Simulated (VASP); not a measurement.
# MoH4 (P4/mmm) in VASP: further runs, part 2 of 2

VASP 6.6.1.

### 3 Relaxation of cell and atoms, PBE (atoms taken out)

File INCAR:

```
SYSTEM = MoH4
PREC = Accurate
ENCUT = 910
EDIFF = 1E-7
ISMEAR = 0
SIGMA = 0.1
LREAL = .FALSE.
LASPH = .TRUE.
NELM = 120
ALGO = Normal
ISIF = 3
LWAVE = .FALSE.
LCHARG = .FALSE.
GGA = PE
IBRION = 2
NSW = 90
EDIFFG = -0.04
GGA_COMPAT = .FALSE.
NELMIN = 4
```

File KPOINTS:

```
Automatic mesh
0
G
  4 4 4
  0 0 0
```

File POSCAR:

```
MoH4
1.0
    3.8310019600      0.0000000000      0.0000000000
    0.0000000000      3.8310019600      0.0000000000
    0.0000000000      0.0000000000      5.4178549300
H Mo
4 1
Direct
    0.5000000000      0.0000000000      0.2500000000
    0.0000000000      0.5000000000      0.7500000000
    0.5000000000      0.0000000000      0.7500000000
    0.0000000000      0.5000000000      0.2500000000
    0.0000000000      0.0000000000      0.0000000000
```

Potentials or basis: VASP PAW PBE potentials, release 64 (H_h, Mo_sv).

Run with:

```
cat potpaw_PBE.64/H_h/POTCAR potpaw_PBE.64/Mo_sv/POTCAR > POTCAR
mpirun -np 1 vasp_std > vasp.out
```

OUTCAR:

```text
SYSTEM = MoH4
   PREC = Accurate
   ENCUT = 910
   EDIFF = 1E-7
   ISMEAR = 0
   LREAL = .FALSE.
   LASPH = .TRUE.
   NELM = 120
   ISIF = 3
   GGA = PE
   IBRION = 2
   NSW = 90
   EDIFFG = -0.04
   NELMIN = 4

 ion  position               nearest neighbor table
   1  0.500  0.000  0.250-
   2  0.000  0.500  0.750-
   3  0.500  0.000  0.750-
   4  0.000  0.500  0.250-
   5  0.000  0.000  0.000-

  LATTYP: Found a simple tetragonal cell.
 ALAT       =     3.8310019600
 C/A-ratio  =     1.4142135626

  Lattice vectors:

 A1 = (   3.8310019600,   0.0000000000,   0.0000000000)
 A2 = (   0.0000000000,   3.8310019600,   0.0000000000)
 A3 = (   0.0000000000,   0.0000000000,   5.4178549300)

Analysis of symmetry for initial positions (statically):
=====================================================================
 Subroutine PRICEL returns:
 Original cell was already a primitive cell.

 Routine SETGRP: Setting up the symmetry group for a
 simple tetragonal supercell.

 Subroutine GETGRP returns: Found 16 space group operations
 (whereof 16 operations were pure point group operations)
 out of a pool of 16 trial point group operations.

The static configuration has the point symmetry D_4h.

[... 147 lines left out ...]
 maximum number of plane-waves:      4986
 NGX is ok and might be reduce to    40
   NGX = 19   NGY = 19   NGZ = 27

--------------------------------------- Ionic step        1  -------------------------------------------

 number of electron      18.0000000 magnetization

 Free energy of the ion-electron system (eV)
  ---------------------------------------------------
  ext. energy  EPLUGINS =         0.00000000
  ---------------------------------------------------
  free energy    TOTEN  =       -17.47836735 eV

  energy without entropy =      -17.43243005  energy(sigma->0) =      -17.45539870

 E-fermi :  -1.2356     XC(G=0):  -7.4101

 val. band max:       -1.2578693938   @ k =   0.5000   0.0000   0.2500
 cond. band min:      -1.2169502352   @ k =   0.2500   0.2500   0.0000
 fundamental gap:      0.0409191587
 Fermi energy:        -1.2356215611
[... 1272 lines left out ...]
  band No.  band energies     occupation
      1     -57.5572      2.00000
      2     -32.1322      2.00000
      3     -32.1322      2.00000
      4     -31.5766      2.00000
      5      -1.6069      2.00000
      6      -1.6069      2.00000
      7      -0.3164      2.00000
      8       2.7492      2.00000
      9       2.7492      2.00000
     10       4.2192      0.00000
     11       7.7490      0.00000
     12      10.6167      0.00000
     13      11.2281      0.00000

[... ionic steps 4 to 14 ...]

--------------------------------------- Ionic step       15  -------------------------------------------

 number of electron      18.0000000 magnetization

------------------------ aborting loop because EDIFF is reached ----------------------------------------
[... 73 lines left out ...]
--------------------------------------- Ionic step       17  -------------------------------------------

 number of electron      18.0000000 magnetization

 Free energy of the ion-electron system (eV)
  ---------------------------------------------------
  ext. energy  EPLUGINS =         0.00000000
  ---------------------------------------------------
  free energy    TOTEN  =       -23.06007178 eV

  energy without entropy =      -23.05187749  energy(sigma->0) =      -23.05597464

 E-fermi :   2.8188     XC(G=0):  -9.7428

 val. band max:        2.7953100339   @ k =   0.5000   0.2500   0.0000
 cond. band min:       2.8833196877   @ k =   0.5000   0.2500   0.2500
 fundamental gap:      0.0880096538
 Fermi energy:         2.8187755246
[... 318 lines left out ...]
  FREE ENERGIE OF THE ION-ELECTRON SYSTEM (eV)
  ---------------------------------------------------
  free  energy   TOTEN  =       -23.0600717808 eV

  energy  without entropy=      -23.0518774948  energy(sigma->0) =      -23.05597464

 reached required accuracy - stopping structural energy minimisation
```

OSZICAR:

```text
N       E                     dE             d eps       ncg     rms          rms(c)
DAV:   1     0.142432130376E+03    0.14243E+03   -0.10763E+04   476   0.180E+03
DAV:   2    -0.153513159779E+02   -0.15778E+03   -0.15492E+03   548   0.357E+02
DAV:   3    -0.210940740673E+02   -0.57428E+01   -0.55768E+01   618   0.660E+01
[... 229 lines left out ...]
DAV:   6    -0.230600682779E+02   -0.19746E-04   -0.58653E-05   503   0.784E-02    0.202E-02
DAV:   7    -0.230600705518E+02   -0.22738E-05   -0.10589E-05   496   0.308E-02    0.848E-03
DAV:   8    -0.230600714709E+02   -0.91912E-06   -0.91429E-07   513   0.757E-03    0.435E-03
DAV:   9    -0.230600717474E+02   -0.27647E-06   -0.17841E-07   429   0.408E-03    0.167E-04
DAV:  10    -0.230600717808E+02   -0.33440E-07   -0.96406E-09   249   0.920E-04
  17 F= -.23060072E+02 E0= -.23055975E+02  d E =-.124998E-01
```

Run time: 4.6 min. Hardware: 1 thread of Intel Xeon 6975P-C (Granite Rapids), shared host; peak memory 0.35 GiB.

What came out:

* Free energy: -23.0601 eV
* Relaxed volume: 8.13 Å³/atom
* Relaxed cell: a = 2.794 Å, b = 2.794 Å, c = 5.207 Å, α = 90.00°, β = 90.00°, γ = 90.00°
* Space group after relaxing (to 0.1 Å): P4/mmm (No. 123)
* Pressure after relaxing: 0.1 GPa
* Largest force after relaxing: 0.018 eV/Å
* Band gap on the k mesh: zero (bands 9 and 10 overlap by 1.26 eV)

Forces on the atoms (eV/Å):
```
H    0.000  0.000 -0.018
H    0.000  0.000  0.018
H    0.000  0.000  0.018
H    0.000  0.000 -0.018
Mo   0.000  0.000  0.000
```

Stress tensor (GPa, compression positive):
```
-0.20  0.00  0.00
 0.00 -0.20  0.00
 0.00  0.00  0.70
```

Final structure:
```cif
data_structure
_symmetry_space_group_name_H-M 'P 1'
_symmetry_Int_Tables_number 1
_cell_length_a 2.7943
_cell_length_b 2.7943
_cell_length_c 5.2074
_cell_angle_alpha 90.000
_cell_angle_beta 90.000
_cell_angle_gamma 90.000
_cell_volume 40.66
loop_
_atom_site_label
_atom_site_type_symbol
_atom_site_fract_x
_atom_site_fract_y
_atom_site_fract_z
_atom_site_occupancy
H1 H 0.50000 0.00000 0.24073 1
H2 H 0.00000 0.50000 0.75927 1
H3 H 0.50000 0.00000 0.75927 1
H4 H 0.00000 0.50000 0.24073 1
Mo1 Mo 0.00000 0.00000 0.00000 1
```

Caveat: the k points lie up to 0.56 Å⁻¹ apart in the final cell, too coarse for converged energies and pressures of a metal; the cell differs from its parent crystal (atoms taken out); the volume moved by over 15 % at a fixed basis, so the end points are rough.
